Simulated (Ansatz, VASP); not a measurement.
Sn2Se in VASP and in Ansatz

```
Sn Se
1.0
     5.80653    0.00000    0.00000
     0.00000    5.80653    0.00000
     0.00000    0.00000    2.88448
Sn Se
2 1
Direct
  0.00000 0.50000 0.50000
  0.50000 0.00000 0.50000
  0.50000 0.50000 0.50000
```

Alike in both runs: task relaxation of cell and atoms; functional PBE; k mesh 4 × 4 × 6; occupations gaussian, width 0.1 eV; no spin polarisation.

```csv
,VASP,Ansatz
version,VASP 6.6.1,Ansatz 0.2.0
potentials or method,"VASP PAW PBE potentials, release 64 (Sn_d, Se), cutoff 600 eV","scalar-relativistic, plane waves, PAW"
valence electrons in the cell,34,44
```

|  | VASP | Ansatz | Ansatz less VASP |
| --- | --- | --- | --- |
| gap on the k mesh at the Fermi level, each at its own relaxed structure (eV) | none | none | - |
| relaxed volume (Å³/atom) | 32.04 | 32.26 | +0.216 |
| relaxed length of the cell vector where the two differ most in proportion (Å) | 5.651 | 5.666 | +0.0150 |

A gap of «none» marks a metal or a gap that the smearing closes. VASP's potentials hold 34 valence electrons a cell and Ansatz's 44, so a difference there can come from the potentials and not from the codes.

The k mesh is coarse, so the values compare programs but aren't converged.
